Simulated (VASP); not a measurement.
# Ge (Fd-3m) in VASP: single point with PBE

Aim: the single point of Ge with PBE.

Program: VASP 6.6.1. These are calculated values, not measurements. Logs are shortened: lines on timing, memory, paths and dates and some standing lists are left out, and cuts for length are marked.

## (1) The cell of the first run

It takes space group Fd-3m (No. 227, cubic). The conventional cell has a = 5.762 Å, b = 5.762 Å, c = 5.762 Å, α = 90.00°, β = 90.00°, γ = 90.00°. Within 3.3 Å of Ge (site symmetry -43m) lie 4 Ge at 2.49 Å.

## (2) Single point, PBE

File INCAR:

```
PREC     = Accurate       # precision mode
ENCUT    = 500            # plane-wave cutoff, eV
EDIFF    = 1E-6           # SCF threshold, eV
ISMEAR   = 0              # smearing method
SIGMA    = 0.1            # smearing width, eV
LREAL    = False          # projectors in reciprocal space
LASPH    = True           # aspherical terms in the spheres
NELM     = 120            # most SCF steps
ALGO     = Normal         # electronic algorithm
ISIF     = 2              # what is computed and relaxed
LWAVE    = False          # write WAVECAR
LCHARG   = True           # write CHGCAR
GGA      = PE             # functional
LELF     = True           # ELF
LVHAR    = True         
NBANDS   = 21             # bands
GGA_COMPAT= False
```

File KPOINTS:

```
regular mesh
0
Gamma
  12 12 12
```

File POSCAR:

```
Ge
1.0
    0.0000000000      2.8808467958      2.8808467958
    2.8808467958      0.0000000000      2.8808467958
    2.8808467958      2.8808467958      0.0000000000
Ge
2
Direct
    0.0000000000      0.0000000000      0.0000000000
    0.2500000000      0.2500000000      0.2500000000
```

Potentials or basis: VASP PAW PBE potentials, release 64 (Ge_d).

Launch:

```sh
cat potpaw_PBE.64/Ge_d/POTCAR > POTCAR
mpirun -np 1 vasp_std > vasp.out
```

OUTCAR:

```text
PREC = Accurate
   ENCUT = 500
   EDIFF = 1E-6
   ISMEAR = 0
   LREAL = False
   LASPH = True
   NELM = 120
   ISIF = 2
   GGA = PE

 ion  position               nearest neighbor table
   1  0.000  0.000  0.000-   2 2.49   2 2.49   2 2.49   2 2.49
   2  0.250  0.250  0.250-   1 2.49   1 2.49   1 2.49   1 2.49

  LATTYP: Found a face centered cubic cell.
 ALAT       =     5.7616935916

  Lattice vectors:

 A1 = (   0.0000000000,   2.8808467958,   2.8808467958)
 A2 = (   2.8808467958,   0.0000000000,   2.8808467958)
 A3 = (   2.8808467958,   2.8808467958,   0.0000000000)

Analysis of symmetry for initial positions (statically):
=====================================================================
 Subroutine PRICEL returns:
 Original cell was already a primitive cell.

 Routine SETGRP: Setting up the symmetry group for a
 face centered cubic supercell.

 Subroutine GETGRP returns: Found 48 space group operations
 (whereof 24 operations were pure point group operations)
 out of a pool of 48 trial point group operations.

The static configuration has the point symmetry T_d .
 The point group associated with its full space group is O_h .

Analysis of symmetry for dynamics (positions and initial velocities):
=====================================================================
 Subroutine PRICEL returns:
 Original cell was already a primitive cell.

 Routine SETGRP: Setting up the symmetry group for a
 face centered cubic supercell.

 Subroutine GETGRP returns: Found 48 space group operations
 (whereof 24 operations were pure point group operations)
 out of a pool of 48 trial point group operations.

The dynamic configuration has the point symmetry T_d .
 The point group associated with its full space group is O_h .

 Subroutine INISYM returns: Found 48 space group operations
 (whereof 24 operations are pure point group operations),
 and found     1 'primitive' translations

----------------------------------------------------------------------------------------

                                     Primitive cell

  volume of cell :      47.8179

  direct lattice vectors                    reciprocal lattice vectors
     0.000000000  2.880846796  2.880846796    -0.173560080  0.173560080  0.173560080
     2.880846796  0.000000000  2.880846796     0.173560080 -0.173560080  0.173560080
     2.880846796  2.880846796  0.000000000     0.173560080  0.173560080 -0.173560080

  length of vectors
     4.074132610  4.074132610  4.074132610     0.300614877  0.300614877  0.300614877

  position of ions in fractional coordinates (direct lattice)
     0.000000000  0.000000000  0.000000000
     0.250000000  0.250000000  0.250000000

  ion indices of the primitive-cell ions
   primitive index   ion index
                 1           1
                 2           2

----------------------------------------------------------------------------------------

 KPOINTS: regular mesh

Automatic generation of k-mesh.
 Grid dimensions read from file:
 generate k-points for:   12   12   12

 Generating k-lattice:

  Cartesian coordinates                     Fractional coordinates (reciprocal lattice)
    -0.014463340  0.014463340  0.014463340     0.083333333  0.000000000  0.000000000
     0.014463340 -0.014463340  0.014463340     0.000000000  0.083333333  0.000000000
     0.014463340  0.014463340 -0.014463340     0.000000000  0.000000000  0.083333333

  Length of vectors
     0.025051240  0.025051240  0.025051240

  Shift w.r.t. Gamma in fractional coordinates (k-lattice)
     0.000000000  0.000000000  0.000000000

 Subroutine IBZKPT returns following result:
 ===========================================

 Found     72 irreducible k-points:

 Following reciprocal coordinates:
            Coordinates               Weight
  0.000000  0.000000  0.000000      1.000000
  0.083333  0.000000  0.000000      8.000000
  0.166667  0.000000  0.000000      8.000000
  0.250000  0.000000  0.000000      8.000000
  0.333333  0.000000  0.000000      8.000000
  0.416667  0.000000  0.000000      8.000000
[... 16 lines left out ...]
  0.500000  0.166667  0.000000     24.000000
 -0.416667  0.166667  0.000000     24.000000
 [... further k-points ...]
   k-points           NKPTS =     72   k-points in BZ     NKDIM =     72   number of bands    NBANDS=     21
   number of dos      NEDOS =    301   number of ions     NIONS =      2
   total plane-waves  NPLWV =  27000
   dimension x,y,z NGX =    30 NGY =   30 NGZ =   30
   dimension x,y,z NGXF=    60 NGYF=   60 NGZF=   60
   ions per type =               2
   NGX,Y,Z   is equivalent  to a cutoff of  12.24, 12.24, 12.24 a.u.
   NGXF,Y,Z  is equivalent  to a cutoff of  24.48, 24.48, 24.48 a.u.
 SYSTEM =  unknown system
   PREC   = accura    normal or accurate (medium, high low for compatibility)
   ISTART =      0    job   : 0-new  1-cont  2-samecut
   ICHARG =      2    charge: 1-file 2-atom 10-const
   ISPIN  =      1    spin polarized calculation?
   LNONCOLLINEAR =      F non collinear calculations
   LSORBIT =      F    spin-orbit coupling
   LASPH  =      T    aspherical Exc in radial PAW
   ENCUT  =  500.0 eV  36.75 Ry    6.06 a.u.   7.43  7.43  7.43*2*pi/ulx,y,z
   NELM   =    120;   NELMIN=  2; NELMDL= -5     # of ELM steps
   EDIFF  = 0.1E-05   stopping-criterion for ELM
   LREAL  =      F    real-space projection
   EDIFFG = 0.1E-04   stopping-criterion for IOM
   NSW    =      0    number of steps for IOM
   IBRION =     -1    ionic relax: 0-MD 1-quasi-New 2-CG
   NFREE  =      0    steps in history (QN), initial steepest desc. (CG)
   ISIF   =      2    stress and relaxation
   ISYM   =      2    0-nonsym 1-usesym 2-fastsym
   POTIM  = 0.5000    time-step for ionic-motion
   TEBEG  =    0.0;   TEEND  =   0.0 temperature during run
   PSTRESS=    0.0 pullay stress
   NELECT =      28.0000    total number of electrons
   NUPDOWN=      -1.0000    fix difference up-down
   EMIN   =  10.00;   EMAX   =-10.00  energy-range for DOS
   EFERMI =   0.00;   METHOD = LEGACY
   ISMEAR =     0;   SIGMA  =   0.10  broadening in eV -4-tet -1-fermi 0-gaus
   EFERMI_NEDOS =   21; number of points for ismear=-14 and -15
   IALGO  =     38    algorithm
   IMIX   =      4    mixing-type and parameters
     AMIX     =   0.40;   BMIX     =  1.00
     AMIX_MAG =   1.60;   BMIX_MAG =  1.00
  volume/ion in A,a.u.               =      23.91       161.35
  Fermi-wavevector in a.u.,A,eV,Ry     =   1.369611  2.588190 25.522288  1.875835
  Thomas-Fermi vector in A             =   2.495471
   LORBIT       =      0    0 simple, 1 ext, 2 COOP (PROOUT), +10 PAW based schemes
   GGA     = PE    functional components
   LHFCALC =     F    Hartree Fock is set to
   AEXX    =    0.0000 exact exchange contribution
   IVDW    =     0    specifies the selected vdW correction
   LEPSILON=     F    determine dielectric tensor
   LRPA    =     F    only Hartree local field effects (RPA)
 non-spin polarized calculation
 Gauss-broadening in eV      SIGMA  =   0.10
  energy-cutoff  :      500.00
  volume of cell :       47.82
 maximum number of plane-waves:      1243
 NGX is ok and might be reduce to    30
   NGX = 15   NGY = 15   NGZ = 15

 number of electron      27.9999979 magnetization

 Free energy of the ion-electron system (eV)
  ---------------------------------------------------
  ext. energy  EPLUGINS =         0.00000000
  ---------------------------------------------------
  free energy    TOTEN  =        -9.03577055 eV

  energy without entropy =       -9.03532436  energy(sigma->0) =       -9.03554745

 E-fermi :   4.4537     XC(G=0):  -9.6686

 val. band max:        4.3203084178   @ k =   0.0833   0.0000   0.0000
 cond. band min:       4.4746108797   @ k =   0.0000   0.0000   0.0000
 fundamental gap:      0.1543024619
 Fermi energy:         4.4536644138

 k-point     1 :       0.0000    0.0000    0.0000
  band No.  band energies     occupation
      1     -20.2715      2.00000
      2     -20.2715      2.00000
      3     -20.2715      2.00000
      4     -20.2394      2.00000
      5     -20.2394      2.00000
      6     -20.0565      2.00000
[... 13 lines left out ...]
     20      13.8127      0.00000
     21      13.8127      0.00000

 k-point     2 :       0.0833    0.0000    0.0000
  band No.  band energies     occupation
      1     -20.2751      2.00000
      2     -20.2751      2.00000
      3     -20.2705      2.00000
      4     -20.2344      2.00000
      5     -20.2344      2.00000
      6     -20.0632      2.00000
[... 13 lines left out ...]
     20      13.2849      0.00000
     21      13.2849      0.00000

 k-point     3 :       0.1667    0.0000    0.0000
  band No.  band energies     occupation
      1     -20.2816      2.00000
      2     -20.2816      2.00000
      3     -20.2677      2.00000
      4     -20.2245      2.00000
      5     -20.2245      2.00000
      6     -20.0724      2.00000
[... 13 lines left out ...]
     20      12.7522      0.00000
     21      12.7522      0.00000

 k-point     4 :       0.2500    0.0000    0.0000
  band No.  band energies     occupation
      1     -20.2871      2.00000
      2     -20.2871      2.00000
      3     -20.2638      2.00000
      4     -20.2149      2.00000
      5     -20.2149      2.00000
      6     -20.0802      2.00000
[... 13 lines left out ...]
     20      12.7222      0.00000
     21      12.7222      0.00000

 k-point     5 :       0.3333    0.0000    0.0000
  band No.  band energies     occupation
      1     -20.2906      2.00000
      2     -20.2906      2.00000
      3     -20.2598      2.00000
      4     -20.2079      2.00000
      5     -20.2079      2.00000
      6     -20.0853      2.00000
[... 13 lines left out ...]
     20      13.3150      0.00000
     21      13.3150      0.00000
[... 382 lines left out ...]
     20      13.9993      0.00000
     21      14.5796      0.00000

 k-point    22 :       0.4167    0.1667    0.0000
  band No.  band energies     occupation
      1     -20.3035      2.00000
      2     -20.2929      2.00000
      3     -20.2505      2.00000
      4     -20.1994      2.00000
      5     -20.1816      2.00000
      6     -20.1246      2.00000
[... 13 lines left out ...]
     20      14.2902      0.00000
     21      15.3926      0.00000

 k-point    23 :       0.5000    0.1667    0.0000
  band No.  band energies     occupation
      1     -20.3070      2.00000
      2     -20.2959      2.00000
      3     -20.2411      2.00000
      4     -20.1917      2.00000
      5     -20.1846      2.00000
      6     -20.1188      2.00000
[... 13 lines left out ...]
     20      15.1304      0.00000
     21      15.4430      0.00000

 k-point    24 :      -0.4167    0.1667    0.0000
  band No.  band energies     occupation
      1     -20.3073      2.00000
      2     -20.2979      2.00000
      3     -20.2363      2.00000
      4     -20.1924      2.00000
      5     -20.1863      2.00000
      6     -20.1072      2.00000
[... 13 lines left out ...]
     20      13.9701      0.00000
     21      14.5835      0.00000

 [... further k-points ...]
[... 5 lines left out ...]
  --------------------------------------------------------------------------------------
  -------------------------------------------------------------------------------------
  Total       -0.0363391     -0.0363391     -0.0363391      0.0000000      0.0000000     -0.0000000
  in kB       -1.2175712     -1.2175712     -1.2175712      0.0000000      0.0000000     -0.0000000
  external PRESSURE =      -1.2175712 kB  Pullay stress =       0.0000000 kB

 VOLUME and BASIS-vectors are now :
 -----------------------------------------------------------------------------
  energy-cutoff  :      500.00
  volume of cell :       47.82
      direct lattice vectors                 reciprocal lattice vectors
     0.000000000  2.880846796  2.880846796    -0.173560080  0.173560080  0.173560080
     2.880846796  0.000000000  2.880846796     0.173560080 -0.173560080  0.173560080
     2.880846796  2.880846796  0.000000000     0.173560080  0.173560080 -0.173560080

 POSITION                                       TOTAL-FORCE (eV/Angst)
 -----------------------------------------------------------------------------------
      0.00000      0.00000      0.00000        -0.000000     -0.000000     -0.000000
      1.44042      1.44042      1.44042         0.000000      0.000000      0.000000
 -----------------------------------------------------------------------------------
    total drift:                                0.000000      0.000000      0.000000

  FREE ENERGIE OF THE ION-ELECTRON SYSTEM (eV)
  ---------------------------------------------------
  free  energy   TOTEN  =        -9.0357705544 eV

  energy  without entropy=       -9.0353243555  energy(sigma->0) =       -9.03554745
```

It took 31 s on 1 thread of Intel Xeon Platinum 8559C (Emerald Rapids), shared host; peak memory 0.2 GiB.

What came out:

| Quantity | Value |
| --- | --- |
| Free energy | -9.0358 eV |
| Pressure | -0.1 GPa |
| Band gap on the k mesh | zero (filled and empty bands touch) |
